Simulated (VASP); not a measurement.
# Sn3Se2S (P-3m1) in VASP: further runs

Runs on Sn3Se2S. Level: PBE. Tasks: single point.

Program: VASP 6.6.1. These are calculated values, not measurements. Logs are shortened: lines on timing, memory, paths and dates and some standing lists are left out, and cuts for length are marked.

**1. The cell of the first run**

The structure is trigonal, space group P-3m1 (No. 164). The conventional cell has a = 4.238 Å, b = 4.238 Å, c = 10.372 Å, α = 90.00°, β = 90.00°, γ = 120.00°. Within 4.0 Å of Sn (site symmetry -3m) lie 6 Se at 3.02 Å. Sn (site symmetry 3m) has 3 S at 2.94 Å and 3 Se at 3.02 Å within 3.9 Å. Se (site symmetry 3m) has 6 Sn at 3.02 Å within 4.0 Å. S (site symmetry -3m) has 6 Sn at 2.94 Å within 3.9 Å.

**2. Single point, PBE**

INCAR

```
SYSTEM = Sn3Se2S
PREC = Accurate
ENCUT = 520
EDIFF = 1E-7
ISMEAR = 0
SIGMA = 0.1
LREAL = .FALSE.
LASPH = .TRUE.
NELM = 100
ALGO = Normal
ISIF = 2
LWAVE = .FALSE.
LCHARG = .FALSE.
GGA = PE
NBANDS = 39
```

KPOINTS

```
Automatic mesh
0
G
  6 6 2
  0 0 0
```

POSCAR

```
Sn3Se2S
1.0
    4.2375480000      0.0000000000      0.0000000000
   -2.1187740000      3.6698242000      0.0000000000
    0.0000000000      0.0000000000     10.3723161000
Sn Se S
3 2 1
Direct
    0.0000000000      0.0000000000      0.0000000000
    0.3333333000      0.6666667000      0.6577310000
    0.6666667000      0.3333333000      0.3422690000
    0.6666667000      0.3333333000      0.8289100000
    0.3333333000      0.6666667000      0.1710900000
    0.0000000000      0.0000000000      0.5000000000
```

Potentials or basis: VASP PAW PBE potentials, release 64 (Sn_d, Se, S).

Started as:

```
$ cat potpaw_PBE.64/Sn_d/POTCAR potpaw_PBE.64/Se/POTCAR potpaw_PBE.64/S/POTCAR > POTCAR
$ mpirun -np 1 vasp_std > vasp.out
```

OUTCAR:

```text
SYSTEM = Sn3Se2S
   PREC = Accurate
   ENCUT = 520
   EDIFF = 1E-7
   ISMEAR = 0
   LREAL = .FALSE.
   LASPH = .TRUE.
   NELM = 100
   ISIF = 2
   GGA = PE

 ion  position               nearest neighbor table
   1  0.000  0.000  0.000-   4 3.02   5 3.02   5 3.02   4 3.02   4 3.02   5 3.02
   2  0.333  0.667  0.658-   6 2.94   6 2.94   6 2.94   4 3.02   4 3.02   4 3.02
   3  0.667  0.333  0.342-   6 2.94   6 2.94   6 2.94   5 3.02   5 3.02   5 3.02
   4  0.667  0.333  0.829-   1 3.02   1 3.02   1 3.02   2 3.02   2 3.02   2 3.02
   5  0.333  0.667  0.171-   1 3.02   1 3.02   1 3.02   3 3.02   3 3.02   3 3.02
   6  0.000  0.000  0.500-   2 2.94   3 2.94   2 2.94   3 2.94   3 2.94   2 2.94

  LATTYP: Found a hexagonal cell.
 ALAT       =     4.2375480000
 C/A-ratio  =     2.4477164860

  Lattice vectors:

 A1 = (   4.2375480000,   0.0000000000,   0.0000000000)
 A2 = (  -2.1187740000,   3.6698242000,   0.0000000000)
 A3 = (   0.0000000000,   0.0000000000,  10.3723161000)

Analysis of symmetry for initial positions (statically):
=====================================================================
 Subroutine PRICEL returns:
 Original cell was already a primitive cell.

 Routine SETGRP: Setting up the symmetry group for a
 hexagonal supercell.

 Subroutine GETGRP returns: Found 12 space group operations
 (whereof 12 operations were pure point group operations)
 out of a pool of 24 trial point group operations.

The static configuration has the point symmetry D_3d.

Analysis of symmetry for dynamics (positions and initial velocities):
=====================================================================
 Subroutine PRICEL returns:
 Original cell was already a primitive cell.

 Routine SETGRP: Setting up the symmetry group for a
 hexagonal supercell.

 Subroutine GETGRP returns: Found 12 space group operations
 (whereof 12 operations were pure point group operations)
 out of a pool of 24 trial point group operations.

The dynamic configuration has the point symmetry D_3d.

 Subroutine INISYM returns: Found 12 space group operations
 (whereof 12 operations are pure point group operations),
 and found     1 'primitive' translations

----------------------------------------------------------------------------------------

                                     Primitive cell

  volume of cell :     161.3005

  direct lattice vectors                    reciprocal lattice vectors
     4.237548000  0.000000000  0.000000000     0.235985527  0.136246308  0.000000000
    -2.118774000  3.669824200  0.000000000     0.000000000  0.272492617  0.000000000
     0.000000000  0.000000000 10.372316100     0.000000000  0.000000000  0.096410483

  length of vectors
     4.237548000  4.237547985 10.372316100     0.272492616  0.272492617  0.096410483

  position of ions in fractional coordinates (direct lattice)
     0.000000000  0.000000000  0.000000000
     0.333333300  0.666666700  0.657731000
     0.666666700  0.333333300  0.342269000
     0.666666700  0.333333300  0.828910000
     0.333333300  0.666666700  0.171090000
     0.000000000  0.000000000  0.500000000

  ion indices of the primitive-cell ions
   primitive index   ion index
                 1           1
                 2           2
                 3           3
                 4           4
                 5           5
                 6           6

----------------------------------------------------------------------------------------

 KPOINTS: Automatic mesh

Automatic generation of k-mesh.
 Grid dimensions read from file:
 generate k-points for:    6    6    2

 Generating k-lattice:

  Cartesian coordinates                     Fractional coordinates (reciprocal lattice)
     0.039330921  0.022707718  0.000000000     0.166666667  0.000000000  0.000000000
     0.000000000  0.045415436  0.000000000     0.000000000  0.166666667  0.000000000
     0.000000000  0.000000000  0.048205241     0.000000000  0.000000000  0.500000000

  Length of vectors
     0.045415436  0.045415436  0.048205241

  Shift w.r.t. Gamma in fractional coordinates (k-lattice)
     0.000000000  0.000000000  0.000000000

 Subroutine IBZKPT returns following result:
 ===========================================

 Found     14 irreducible k-points:

 Following reciprocal coordinates:
            Coordinates               Weight
  0.000000  0.000000  0.000000      1.000000
  0.166667  0.000000  0.000000      6.000000
  0.333333  0.000000  0.000000      6.000000
  0.500000 -0.000000  0.000000      3.000000
  0.166667  0.166667  0.000000      6.000000
  0.333333  0.166667  0.000000     12.000000
  0.333333  0.333333  0.000000      2.000000
  0.000000  0.000000  0.500000      1.000000
  0.166667  0.000000  0.500000      6.000000
  0.333333  0.000000  0.500000      6.000000
  0.500000 -0.000000  0.500000      3.000000
  0.166667  0.166667  0.500000      6.000000
  0.333333  0.166667  0.500000     12.000000
  0.333333  0.333333  0.500000      2.000000
   k-points           NKPTS =     14   k-points in BZ     NKDIM =     14   number of bands    NBANDS=     39
   number of dos      NEDOS =    301   number of ions     NIONS =      6
   total plane-waves  NPLWV =  81920
   dimension x,y,z NGX =    32 NGY =   32 NGZ =   80
   dimension x,y,z NGXF=    64 NGYF=   64 NGZF=  160
   ions per type =               3   2   1
   NGX,Y,Z   is equivalent  to a cutoff of  12.55, 12.55, 12.82 a.u.
   NGXF,Y,Z  is equivalent  to a cutoff of  25.11, 25.11, 25.64 a.u.
 SYSTEM =  Sn3Se2S
   PREC   = accura    normal or accurate (medium, high low for compatibility)
   ISTART =      0    job   : 0-new  1-cont  2-samecut
   ICHARG =      2    charge: 1-file 2-atom 10-const
   ISPIN  =      1    spin polarized calculation?
   LNONCOLLINEAR =      F non collinear calculations
   LSORBIT =      F    spin-orbit coupling
   LASPH  =      T    aspherical Exc in radial PAW
   ENCUT  =  520.0 eV  38.22 Ry    6.18 a.u.   7.88  7.88 19.29*2*pi/ulx,y,z
   NELM   =    100;   NELMIN=  2; NELMDL= -5     # of ELM steps
   EDIFF  = 0.1E-06   stopping-criterion for ELM
   LREAL  =      F    real-space projection
   EDIFFG = 0.1E-05   stopping-criterion for IOM
   NSW    =      0    number of steps for IOM
   IBRION =     -1    ionic relax: 0-MD 1-quasi-New 2-CG
   NFREE  =      0    steps in history (QN), initial steepest desc. (CG)
   ISIF   =      2    stress and relaxation
   ISYM   =      2    0-nonsym 1-usesym 2-fastsym
   POTIM  = 0.5000    time-step for ionic-motion
   TEBEG  =    0.0;   TEEND  =   0.0 temperature during run
   PSTRESS=    0.0 pullay stress
   NELECT =      60.0000    total number of electrons
   NUPDOWN=      -1.0000    fix difference up-down
   EMIN   =  10.00;   EMAX   =-10.00  energy-range for DOS
   EFERMI =   0.00;   METHOD = LEGACY
   ISMEAR =     0;   SIGMA  =   0.10  broadening in eV -4-tet -1-fermi 0-gaus
   EFERMI_NEDOS =   21; number of points for ismear=-14 and -15
   IALGO  =     38    algorithm
   IMIX   =      4    mixing-type and parameters
     AMIX     =   0.40;   BMIX     =  1.00
     AMIX_MAG =   1.60;   BMIX_MAG =  1.00
  volume/ion in A,a.u.               =      26.88       181.42
  Fermi-wavevector in a.u.,A,eV,Ry     =   1.177371  2.224909 18.860433  1.386203
  Thomas-Fermi vector in A             =   2.313719
   LORBIT       =      0    0 simple, 1 ext, 2 COOP (PROOUT), +10 PAW based schemes
   GGA     = PE    functional components
   LHFCALC =     F    Hartree Fock is set to
   AEXX    =    0.0000 exact exchange contribution
   IVDW    =     0    specifies the selected vdW correction
   LEPSILON=     F    determine dielectric tensor
   LRPA    =     F    only Hartree local field effects (RPA)
 non-spin polarized calculation
 Gauss-broadening in eV      SIGMA  =   0.10
  energy-cutoff  :      520.00
  volume of cell :      161.30
 maximum number of plane-waves:      4392
 NGX is ok and might be reduce to    32
   NGX = 15   NGY = 15   NGZ = 39

 number of electron      59.9999996 magnetization

 Free energy of the ion-electron system (eV)
  ---------------------------------------------------
  ext. energy  EPLUGINS =         0.00000000
  ---------------------------------------------------
  free energy    TOTEN  =       -25.22390774 eV

  energy without entropy =      -25.22389305  energy(sigma->0) =      -25.22390039

 E-fermi :   5.9146     XC(G=0):  -9.5755

 val. band max:        5.6702139833   @ k =   0.0000   0.0000   0.5000
 cond. band min:       6.1584373488   @ k =   0.5000  -0.0000   0.5000
 fundamental gap:      0.4882233655
 Fermi energy:         5.9145645739

 k-point     1 :       0.0000    0.0000    0.0000
  band No.  band energies     occupation
      1     -15.9866      2.00000
      2     -15.9866      2.00000
      3     -15.9849      2.00000
      4     -15.9844      2.00000
      5     -15.9841      2.00000
      6     -15.9841      2.00000
[... 31 lines left out ...]
     38      10.0448      0.00000
     39      10.0552      0.00000

 k-point     2 :       0.1667    0.0000    0.0000
  band No.  band energies     occupation
      1     -15.9901      2.00000
      2     -15.9863      2.00000
      3     -15.9845      2.00000
      4     -15.9844      2.00000
      5     -15.9826      2.00000
      6     -15.9823      2.00000
[... 31 lines left out ...]
     38       9.3918      0.00000
     39       9.4677      0.00000

 k-point     3 :       0.3333    0.0000    0.0000
  band No.  band energies     occupation
      1     -15.9997      2.00000
      2     -15.9898      2.00000
      3     -15.9881      2.00000
      4     -15.9857      2.00000
      5     -15.9815      2.00000
      6     -15.9785      2.00000
[... 412 lines left out ...]
 k-point    13 :       0.3333    0.1667    0.5000
  band No.  band energies     occupation
      1     -15.9996      2.00000
      2     -15.9919      2.00000
      3     -15.9889      2.00000
      4     -15.9865      2.00000
      5     -15.9810      2.00000
      6     -15.9795      2.00000
[... 31 lines left out ...]
     38       9.8627      0.00000
     39      10.6186      0.00000

 k-point    14 :       0.3333    0.3333    0.5000
  band No.  band energies     occupation
      1     -15.9983      2.00000
      2     -15.9912      2.00000
      3     -15.9912      2.00000
      4     -15.9802      2.00000
      5     -15.9802      2.00000
      6     -15.9778      2.00000
[... 31 lines left out ...]
     38      10.1184      0.00000
     39      10.1184      0.00000

------------------------ aborting loop because EDIFF is reached ----------------------------------------

  FORCE on cell =-STRESS in cart. coord.  units (eV):
  Direction    XX          YY          ZZ          XY          YZ          ZX
  --------------------------------------------------------------------------------------
  -------------------------------------------------------------------------------------
  Total       -0.3788197     -0.3788197     -0.3110929     -0.0000000      0.0000000      0.0000000
  in kB       -3.7627685     -3.7627685     -3.0900468     -0.0000000      0.0000000      0.0000000
  external PRESSURE =      -3.5385279 kB  Pullay stress =       0.0000000 kB

 VOLUME and BASIS-vectors are now :
 -----------------------------------------------------------------------------
  energy-cutoff  :      520.00
  volume of cell :      161.30
      direct lattice vectors                 reciprocal lattice vectors
     4.237548000  0.000000000  0.000000000     0.235985527  0.136246308  0.000000000
    -2.118774000  3.669824200  0.000000000     0.000000000  0.272492617  0.000000000
     0.000000000  0.000000000 10.372316100     0.000000000  0.000000000  0.096410483

 POSITION                                       TOTAL-FORCE (eV/Angst)
 -----------------------------------------------------------------------------------
      0.00000      0.00000      0.00000         0.000000      0.000000      0.000000
     -0.00000      2.44655      6.82219        -0.000000      0.000000      0.005010
      2.11877      1.22327      3.55012         0.000000      0.000000     -0.005010
      2.11877      1.22327      8.59772        -0.000000      0.000000     -0.016281
     -0.00000      2.44655      1.77460         0.000000     -0.000000      0.016281
      0.00000      0.00000      5.18616         0.000000      0.000000      0.000000
 -----------------------------------------------------------------------------------
    total drift:                                0.000000      0.000000      0.000000

  FREE ENERGIE OF THE ION-ELECTRON SYSTEM (eV)
  ---------------------------------------------------
  free  energy   TOTEN  =       -25.2239077400 eV

  energy  without entropy=      -25.2238930473  energy(sigma->0) =      -25.22390039
```

Wall time 2.5 min (1 thread of Intel Xeon 8259CL, shared host); peak memory 0.3 GiB.

What came out:

```
Free energy            : -25.2239 eV
Pressure               : -0.4 GPa
Largest force          : 0.016 eV/Å
Band gap on the k mesh : 0.49 eV
```

Forces in eV/Å, atoms in the order of the input:
```
Sn   0.000  0.000  0.000
Sn   0.000  0.000  0.005
Sn   0.000  0.000 -0.005
Se   0.000  0.000 -0.016
Se   0.000  0.000  0.016
S    0.000  0.000  0.000
```

Levels at points of the mesh, in eV from the valence-band top:
| k point | band 28 | band 29 | band 30 | band 31 | band 32 | band 33 |
| --- | --- | --- | --- | --- | --- | --- |
| (0.00, 0.00, 0.00) | -1.94 | -0.65 | -0.61 | 1.38 | 1.45 | 1.79 |
| (0.50, 0.00, 0.00) | -2.48 | -1.31 | -1.30 | 1.48 | 1.60 | 2.28 |
| (0.00, 0.00, 0.50) | -1.59 | -1.55 | 0.00 | 0.50 | 1.30 | 1.30 |
| (0.50, 0.00, 0.50) | -2.04 | -2.01 | 0.00 | 0.49 | 1.32 | 1.32 |

Caveat: semilocal functionals underestimate gaps, and a narrow one can read as zero; spin-orbit coupling is left out, which moves the levels of the heavy elements. A k mesh can miss the band edges.

**3. Single point, PBE**

INCAR

```
PREC = Accurate
ENCUT = 520
EDIFF = 1E-7
ISMEAR = 0
SIGMA = 0.02
LREAL = False
LASPH = True
NELM = 100
ALGO = Normal
ISIF = 2
LWAVE = False
LCHARG = False
GGA = PE
NBANDS = 39
```

KPOINTS

```
regular mesh
0
Gamma
  12 12 4
```

POSCAR

```
Sn3Se2S
1.0
    4.2375479897      0.0000000000      0.0000000000
   -2.1187739949      3.6698242089      0.0000000000
    0.0000000000      0.0000000000     10.3723161000
Sn Se S
3 2 1
Direct
    0.0000000000      0.0000000000      0.0000000000
    0.3333333333      0.6666666667      0.6577310000
    0.6666666667      0.3333333333      0.3422690000
    0.6666666667      0.3333333333      0.8289100000
    0.3333333333      0.6666666667      0.1710900000
    0.0000000000      0.0000000000      0.5000000000
```

Potentials or basis: VASP PAW PBE potentials, release 64 (Sn_d, Se, S).

Started as:

```
$ cat potpaw_PBE.64/Sn_d/POTCAR potpaw_PBE.64/Se/POTCAR potpaw_PBE.64/S/POTCAR > POTCAR
$ mpirun -np 1 vasp_std > vasp.out
```

Run time: 9.6 min. Hardware: 1 thread of Intel Xeon 8259CL, shared host; peak memory 0.52 GiB.

Results (log left out):

```yaml
Free_energy: -25.1888 eV
Pressure: 0.0 GPa
Largest_force: 0.008 eV/Å
Band_gap_on_the_k_mesh: 0.41 eV (least direct gap 0.49 eV)
```

Forces on the atoms (eV/Å):
```
Sn   0.000  0.000  0.000
Sn   0.000  0.000 -0.008
Sn   0.000  0.000  0.008
Se   0.000  0.000 -0.001
Se   0.000  0.000  0.001
S    0.000  0.000  0.000
```

Levels at points of the mesh, in eV from the valence-band top:
| k point | band 26 | band 27 | band 28 | band 29 | band 30 | band 31 | band 32 | band 33 | band 34 | band 35 |
| --- | --- | --- | --- | --- | --- | --- | --- | --- | --- | --- |
| (0.00, 0.00, 0.00) | -2.03 | -1.94 | -1.94 | -0.64 | -0.61 | 1.39 | 1.45 | 1.79 | 1.79 | 1.93 |
| (0.50, 0.00, 0.00) | -3.20 | -2.70 | -2.48 | -1.31 | -1.30 | 1.48 | 1.60 | 2.27 | 2.39 | 3.07 |
| (0.00, 0.00, 0.50) | -1.90 | -1.90 | -1.58 | -1.54 | 0.00 | 0.50 | 1.30 | 1.30 | 3.02 | 3.05 |
| (0.50, 0.00, 0.50) | -2.91 | -2.89 | -2.03 | -2.01 | 0.00 | 0.49 | 1.32 | 1.32 | 3.35 | 3.41 |

Caveat: semilocal functionals underestimate gaps, and a narrow one can read as zero; spin-orbit coupling is left out, which moves the levels of the heavy elements. A k mesh can miss the band edges.
